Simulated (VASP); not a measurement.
# ScAl: single point with r2SCAN

Crystal: ScAl.

```
CELL_PARAMETERS angstrom
3.26483 0.00000 0.00000
0.00000 3.26483 0.00000
0.00000 0.00000 3.26483
ATOMIC_POSITIONS crystal
Sc 0.50000 0.50000 0.50000
Al 0.00000 0.00000 0.00000
```

| Property | Result |
| --- | --- |
| Program | VASP 6.6.1 |
| Task | single point |
| Functional | r2SCAN |
| Potentials or basis | VASP PAW PBE potentials, release 64 (Sc_sv, Al) |
| Cutoff | 520 eV |
| k mesh | 12 × 12 × 12 |
| Occupations | gaussian, width 0.1 eV |
| Spin | no spin polarisation |
| Dipole correction | no |
| Further INCAR settings | ALGO = Normal; EDIFF = 1e-07; NBANDS = 14 |

The pressure is 9.6 GPa and the band gap on the k mesh is zero (bands 7 and 8 overlap by 1.30 eV).

Levels at points of the mesh, in eV from the Fermi level:
| k point | band 3 | band 4 | band 5 | band 6 | band 7 | band 8 | band 9 | band 10 | band 11 | band 12 |
| --- | --- | --- | --- | --- | --- | --- | --- | --- | --- | --- |
| (0.00, 0.00, 0.00) | -28.90 | -28.90 | -9.39 | -0.86 | -0.86 | 3.28 | 3.28 | 3.28 | 4.35 | 4.35 |
| (0.50, 0.00, 0.00) | -28.87 | -28.87 | -6.15 | -5.12 | 0.32 | 0.99 | 0.99 | 3.56 | 4.56 | 6.27 |
| (0.50, 0.50, 0.00) | -29.12 | -28.85 | -5.15 | -2.12 | -2.12 | -0.89 | 1.83 | 1.83 | 4.40 | 6.10 |
| (0.50, 0.50, 0.50) | -29.08 | -29.08 | -2.99 | -2.99 | -2.99 | 0.22 | 3.27 | 3.27 | 3.27 | 4.48 |

It took 37 s on 1 thread of Intel(R) Xeon(R) 6975P-C (Granite Rapids) (shared host), peak memory 0.17 GiB.

Caveat: the cell stands under pressure; the PAW data sets were made with another functional, which shifts forces and pressure a little.
